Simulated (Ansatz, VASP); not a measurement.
## Two plane-wave programs on Na

```
Na
1.0
    -1.98552    1.98552    1.98552
     1.98552   -1.98552    1.98552
     1.98552    1.98552   -1.98552
Na
1
Direct
  0.00000 0.00000 0.00000
```

Alike in both runs: task single point; functional LDA; k mesh 14 × 14 × 14; occupations gaussian, width 0.1 eV; no spin polarisation.

|  | VASP | Ansatz |
| --- | --- | --- |
| version | VASP 6.6.1 | Ansatz 0.2.0 |
| potentials or method | VASP PAW LDA potentials, release 64 (Na_pv), cutoff 500 eV | scalar-relativistic, plane waves, PAW |
| valence electrons in the cell | 7 | 9 |

|  | VASP | Ansatz | Ansatz less VASP |
| --- | --- | --- | --- |
| gap on the k mesh at the Fermi level (eV) | none | none | - |
| pressure (GPa) | 0.6 | 0.6 | +0.06 |

Ansatz warns that its potentials were made for another functional, while VASP's fit it. LDA's correlation is that of Perdew and Zunger in VASP and of Perdew and Wang (1992) in Ansatz. A gap of «none» marks a metal or a gap that the smearing closes. VASP's potentials hold 7 valence electrons a cell and Ansatz's 9, so a difference there can come from the potentials and not from the codes.
